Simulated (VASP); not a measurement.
# Zr4F (I-43m) in VASP: a series of runs, part 2 of 2

VASP 6.6.1. Earlier steps stand in the parts before.

**4. Relaxation of cell and atoms, PBE**

The input, INCAR:

```
PREC = Accurate ; ENCUT = 600
EDIFF = 1E-6 ; ISMEAR = 0
SIGMA = 0.1 ; LREAL = F
LASPH = T ; NELM = 100
ALGO = Normal ; ISIF = 3
LWAVE = F ; LCHARG = F
GGA = PE ; IBRION = 2
NSW = 90 ; EDIFFG = -0.04
```

The input, KPOINTS:

```
Automatic mesh
0
Gamma
  4 4 4
```

The input, POSCAR:

```
Zr4F
1.0
   -2.9204903300      2.9204903300      2.9204903300
    2.9204903300     -2.9204903300      2.9204903300
    2.9204903300      2.9204903300     -2.9204903300
Zr F
4 1
Direct
    0.3495999900      0.3495999900      0.3495999900
    0.6504000100      0.0000000000      0.0000000000
    0.0000000000      0.0000000000      0.6504000100
    0.0000000000      0.6504000100      0.0000000000
    0.0000000000      0.0000000000      0.0000000000
```

Potentials or basis: VASP PAW PBE potentials, release 64 (Zr_sv, F).

On the command line:

```sh
> cat potpaw_PBE.64/Zr_sv/POTCAR potpaw_PBE.64/F/POTCAR > POTCAR
> mpirun -np 1 vasp_std > vasp.out
```

OUTCAR:

```text
PREC = Accurate
   ENCUT = 600
   EDIFF = 1E-6
   ISMEAR = 0
   LREAL = F
   LASPH = T
   NELM = 100
   ISIF = 3
   GGA = PE
   IBRION = 2
   NSW = 90
   EDIFFG = -0.04

 ion  position               nearest neighbor table
   1  0.350  0.350  0.350-   5 1.77   4 2.89   2 2.89   3 2.89   3 3.17   3 3.17   2 3.17   2 3.17
                             4 3.17   4 3.17
   2  0.650  0.000  0.000-   5 1.77   1 2.89   4 2.89   3 2.89   4 3.17   3 3.17   1 3.17   1 3.17
                             3 3.17   4 3.17
   3  0.000  0.000  0.650-   5 1.77   2 2.89   4 2.89   1 2.89   1 3.17   1 3.17   2 3.17   2 3.17
                             4 3.17   4 3.17
   4  0.000  0.650  0.000-   5 1.77   1 2.89   3 2.89   2 2.89   2 3.17   3 3.17   1 3.17   2 3.17
                             3 3.17   1 3.17
   5  0.000  0.000  0.000-   1 1.77   2 1.77   3 1.77   4 1.77

  LATTYP: Found a body centered cubic cell.
 ALAT       =     5.8409806600

  Lattice vectors:

 A1 = (  -2.9204903300,   2.9204903300,   2.9204903300)
 A2 = (   2.9204903300,  -2.9204903300,   2.9204903300)
 A3 = (   2.9204903300,   2.9204903300,  -2.9204903300)

Analysis of symmetry for initial positions (statically):
=====================================================================
 Subroutine PRICEL returns:
 Original cell was already a primitive cell.

 Routine SETGRP: Setting up the symmetry group for a
 body centered cubic supercell.

 Subroutine GETGRP returns: Found 24 space group operations
 (whereof 24 operations were pure point group operations)
 out of a pool of 48 trial point group operations.

The static configuration has the point symmetry T_d .

Analysis of symmetry for dynamics (positions and initial velocities):
=====================================================================
 Subroutine PRICEL returns:
 Original cell was already a primitive cell.

 Routine SETGRP: Setting up the symmetry group for a
 body centered cubic supercell.

 Subroutine GETGRP returns: Found 24 space group operations
 (whereof 24 operations were pure point group operations)
 out of a pool of 48 trial point group operations.

The dynamic configuration has the point symmetry T_d .

 Subroutine INISYM returns: Found 24 space group operations
 (whereof 24 operations are pure point group operations),
 and found     1 'primitive' translations

----------------------------------------------------------------------------------------

                                     Primitive cell

  volume of cell :      99.6385

  direct lattice vectors                    reciprocal lattice vectors
    -2.920490330  2.920490330  2.920490330     0.000000000  0.171204128  0.171204128
     2.920490330 -2.920490330  2.920490330     0.171204128  0.000000000  0.171204128
     2.920490330  2.920490330 -2.920490330     0.171204128  0.171204128  0.000000000

  length of vectors
     5.058437635  5.058437635  5.058437635     0.242119200  0.242119200  0.242119200

  position of ions in fractional coordinates (direct lattice)
     0.349599990  0.349599990  0.349599990
     0.650400010  0.000000000  0.000000000
     0.000000000  0.000000000  0.650400010
     0.000000000  0.650400010  0.000000000
     0.000000000  0.000000000  0.000000000

  ion indices of the primitive-cell ions
   primitive index   ion index
                 1           1
                 2           2
                 3           3
                 4           4
                 5           5

----------------------------------------------------------------------------------------

 KPOINTS: Automatic mesh

Automatic generation of k-mesh.
 Grid dimensions read from file:
 generate k-points for:    4    4    4

 Generating k-lattice:

  Cartesian coordinates                     Fractional coordinates (reciprocal lattice)
     0.000000000  0.042801032  0.042801032     0.250000000  0.000000000  0.000000000
     0.042801032  0.000000000  0.042801032     0.000000000  0.250000000  0.000000000
     0.042801032  0.042801032  0.000000000     0.000000000  0.000000000  0.250000000

  Length of vectors
     0.060529800  0.060529800  0.060529800

  Shift w.r.t. Gamma in fractional coordinates (k-lattice)
     0.000000000  0.000000000  0.000000000

 Subroutine IBZKPT returns following result:
 ===========================================

 Found      8 irreducible k-points:

 Following reciprocal coordinates:
            Coordinates               Weight
  0.000000  0.000000  0.000000      1.000000
  0.250000  0.000000  0.000000     12.000000
  0.500000  0.000000  0.000000      6.000000
  0.250000  0.250000  0.000000     24.000000
  0.250000  0.250000  0.250000      2.000000
 -0.250000  0.250000  0.250000      6.000000
  0.500000  0.500000  0.250000     12.000000
  0.500000  0.500000  0.500000      1.000000
   k-points           NKPTS =      8   k-points in BZ     NKDIM =      8   number of bands    NBANDS=     33
   number of dos      NEDOS =    301   number of ions     NIONS =      5
   total plane-waves  NPLWV =  64000
   dimension x,y,z NGX =    40 NGY =   40 NGZ =   40
   dimension x,y,z NGXF=    80 NGYF=   80 NGZF=   80
   ions per type =               4   1
   NGX,Y,Z   is equivalent  to a cutoff of  13.15, 13.15, 13.15 a.u.
   NGXF,Y,Z  is equivalent  to a cutoff of  26.29, 26.29, 26.29 a.u.
 SYSTEM =  unknown system
   PREC   = accura    normal or accurate (medium, high low for compatibility)
   ISTART =      0    job   : 0-new  1-cont  2-samecut
   ICHARG =      2    charge: 1-file 2-atom 10-const
   ISPIN  =      1    spin polarized calculation?
   LNONCOLLINEAR =      F non collinear calculations
   LSORBIT =      F    spin-orbit coupling
   LASPH  =      T    aspherical Exc in radial PAW
   ENCUT  =  600.0 eV  44.10 Ry    6.64 a.u.  10.10 10.10 10.10*2*pi/ulx,y,z
   NELM   =    100;   NELMIN=  2; NELMDL= -5     # of ELM steps
   EDIFF  = 0.1E-05   stopping-criterion for ELM
   LREAL  =      F    real-space projection
   EDIFFG = -.4E-01   stopping-criterion for IOM
   NSW    =     90    number of steps for IOM
   IBRION =      2    ionic relax: 0-MD 1-quasi-New 2-CG
   NFREE  =      1    steps in history (QN), initial steepest desc. (CG)
   ISIF   =      3    stress and relaxation
   ISYM   =      2    0-nonsym 1-usesym 2-fastsym
   POTIM  = 0.5000    time-step for ionic-motion
   TEBEG  =    0.0;   TEEND  =   0.0 temperature during run
   PSTRESS=    0.0 pullay stress
   NELECT =      55.0000    total number of electrons
   NUPDOWN=      -1.0000    fix difference up-down
   EMIN   =  10.00;   EMAX   =-10.00  energy-range for DOS
   EFERMI =   0.00;   METHOD = LEGACY
   ISMEAR =     0;   SIGMA  =   0.10  broadening in eV -4-tet -1-fermi 0-gaus
   EFERMI_NEDOS =   21; number of points for ismear=-14 and -15
   IALGO  =     38    algorithm
   IMIX   =      4    mixing-type and parameters
     AMIX     =   0.40;   BMIX     =  1.00
     AMIX_MAG =   1.60;   BMIX_MAG =  1.00
  volume/ion in A,a.u.               =      19.93       134.48
  Fermi-wavevector in a.u.,A,eV,Ry     =   1.342930  2.537769 24.537567  1.803460
  Thomas-Fermi vector in A             =   2.471044
   LORBIT       =      0    0 simple, 1 ext, 2 COOP (PROOUT), +10 PAW based schemes
   GGA     = PE    functional components
   LHFCALC =     F    Hartree Fock is set to
   AEXX    =    0.0000 exact exchange contribution
   IVDW    =     0    specifies the selected vdW correction
   LEPSILON=     F    determine dielectric tensor
   LRPA    =     F    only Hartree local field effects (RPA)
 conjugate gradient relaxation of ions
 non-spin polarized calculation
 Gauss-broadening in eV      SIGMA  =   0.10
  energy-cutoff  :      600.00
  volume of cell :       99.64
 maximum number of plane-waves:      3367
   NGX = 21   NGY = 21   NGZ = 21

--------------------------------------- Ionic step        1  -------------------------------------------

 number of electron      54.9999990 magnetization

 Free energy of the ion-electron system (eV)
  ---------------------------------------------------
  ext. energy  EPLUGINS =         0.00000000
  ---------------------------------------------------
  free energy    TOTEN  =       -28.38567244 eV

  energy without entropy =      -28.35749581  energy(sigma->0) =      -28.37158412

------------------------ aborting loop because EDIFF is reached ----------------------------------------

  FORCE on cell =-STRESS in cart. coord.  units (eV):
  Direction    XX          YY          ZZ          XY          YZ          ZX
  --------------------------------------------------------------------------------------
  -------------------------------------------------------------------------------------
  Total       31.1667475     31.1667475     31.1667475      0.0000000      0.0000000      0.0000000
  in kB      501.1581018    501.1581018    501.1581018      0.0000000      0.0000000      0.0000000
  external PRESSURE =     501.1581018 kB  Pullay stress =       0.0000000 kB
[... 691 lines left out ...]
     32       6.2814      0.00441
     33       8.1604      0.00000

[... ionic steps 4 to 14 ...]

--------------------------------------- Ionic step       15  -------------------------------------------

 number of electron      55.0000000 magnetization

------------------------ aborting loop because EDIFF is reached ----------------------------------------
[... 73 lines left out ...]
--------------------------------------- Ionic step       17  -------------------------------------------

 number of electron      55.0000004 magnetization

 Free energy of the ion-electron system (eV)
  ---------------------------------------------------
  ext. energy  EPLUGINS =         0.00000000
  ---------------------------------------------------
  free energy    TOTEN  =       -35.10299256 eV

  energy without entropy =      -35.06498645  energy(sigma->0) =      -35.08398951

 E-fermi :   7.8420     XC(G=0): -10.6426

 val. band max:        7.8221591857   @ k =   0.2500   0.2500   0.2500
 cond. band min:       7.8605026535   @ k =   0.2500   0.0000   0.0000
 fundamental gap:      0.0383434677
 Fermi energy:         7.8419930058
[... 318 lines left out ...]
  FREE ENERGIE OF THE ION-ELECTRON SYSTEM (eV)
  ---------------------------------------------------
  free  energy   TOTEN  =       -35.1029925636 eV

  energy  without entropy=      -35.0649864548  energy(sigma->0) =      -35.08398951

 reached required accuracy - stopping structural energy minimisation
```

OSZICAR:

```text
N       E                     dE             d eps       ncg     rms          rms(c)
DAV:   1     0.656854712096E+03    0.65685E+03   -0.31783E+04   528   0.182E+03
DAV:   2     0.212776160066E+02   -0.63558E+03   -0.62740E+03   624   0.522E+02
DAV:   3    -0.269408344898E+02   -0.48218E+02   -0.47545E+02   831   0.113E+02
[... 195 lines left out ...]
DAV:   4    -0.351020773773E+02   -0.56631E-03   -0.57716E-03   774   0.292E-01    0.223E-01
DAV:   5    -0.351026785453E+02   -0.60117E-03   -0.66698E-04   804   0.100E-01    0.111E-01
DAV:   6    -0.351029901626E+02   -0.31162E-03   -0.76716E-04   788   0.113E-01    0.241E-02
DAV:   7    -0.351029933257E+02   -0.31630E-05   -0.41080E-05   696   0.365E-02    0.839E-03
DAV:   8    -0.351029925636E+02    0.76211E-06   -0.36709E-06   539   0.119E-02
  17 F= -.35102993E+02 E0= -.35083990E+02  d E =-.279349E-02
```

It took 4.8 min on 1 thread of Intel Xeon Platinum 8488C (Sapphire Rapids), shared host; peak memory 0.26 GiB.

What came out:

```yaml
Free_energy: -35.1030 eV
Relaxed_volume: 21.80 Å³/atom
Relaxed_cell: a = 5.212 Å, b = 5.212 Å, c = 5.212 Å, α = 109.47°, β = 109.47°, γ = 109.47°
Space_group_after_relaxing_to_0.05_Å: I-43m (No. 217)
Energy_gained_by_relaxing: 1343.5 meV/atom
Ionic_steps: 17
Pressure_after_relaxing: 0.1 GPa
Largest_force_after_relaxing: 0.011 eV/Å
```

Forces on the atoms (eV/Å):
```
Zr   0.007  0.007  0.007
Zr   0.007 -0.007 -0.007
Zr  -0.007 -0.007  0.007
Zr  -0.007  0.007 -0.007
F    0.000  0.000  0.000
```

The path:
```tsv
step	energy change (eV)	largest force (eV/Å)	pressure (GPa)	volume (Å³)
1	0.0000	11.7537	50.12	99.64
2	2.1031	0.2599	-15.61	219.27
3	-5.9101	0.3558	-9.21	136.53
4	-6.1981	0.1546	-7.16	131.45
5	-6.4259	0.6479	-0.05	120.34
6	-6.4390	0.4322	-1.82	122.55
7	-6.4391	0.4769	-1.45	122.06
8	-6.4941	0.5295	-0.09	118.77
9	-6.5300	0.6477	2.64	113.06
10	-6.5563	0.5845	2.38	112.72
11	-6.6196	0.4202	1.73	111.72
12	-6.6958	0.1884	1.02	109.72
13	-6.6855	0.0923	1.25	105.80
14	-6.7142	0.0105	0.77	107.70
15	-6.7145	0.0365	0.79	107.97
16	-6.7145	0.0267	0.78	107.87
17	-6.7173	0.0114	0.13	109.02
```

Final structure:
```yaml
crystal:
  lattice:
    - [-3.00943, 3.00943, 3.00943]
    - [3.00943, -3.00943, 3.00943]
    - [3.00943, 3.00943, -3.00943]
  atoms:
    - { symbol: Zr, position: [0.44043, 0.44043, 0.44043] }
    - { symbol: Zr, position: [0.55957, 0.00000, 0.00000] }
    - { symbol: Zr, position: [0.00000, 0.00000, 0.55957] }
    - { symbol: Zr, position: [0.00000, 0.55957, 0.00000] }
    - { symbol: F, position: [0.00000, 0.00000, 0.00000] }
```

Caveat: the k points lie up to 0.37 Å⁻¹ apart in the final cell; an odd number of electrons without spin polarisation forces a metal; a magnetic or distorted state may lie lower.

**5. The runs side by side**

| task | cell | cutoff (eV) | gap on the mesh (eV) | pressure (GPa) | largest force (eV/Å) |
| --- | --- | --- | --- | --- | --- |
| single point | a = 5.058 Å, angles 109.5°, 5 atoms | 520 | none | 50.2 | 11.76 |
| single point | a = 5.205 Å, angles 109.5°, 5 atoms | 520 | none | 0.4 | 0.01 |
| relaxation of cell and atoms | relaxed from a = 5.058 Å, angles 109.5°, 5 atoms | 600 | none | 0.1 | 0.01 |

Alike in all rows: level PBE; potentials or basis VASP PAW PBE potentials, release 64 (Zr_sv, F); no spin polarisation; k mesh 4 × 4 × 4; smearing gaussian 0.1 eV.

Caveats: all runs use coarse meshes; an odd number of electrons without spin polarisation forces a metal; a magnetic or distorted state may lie lower.

Total energies depend on the potentials used, so only differences within one code and one set of settings carry meaning.
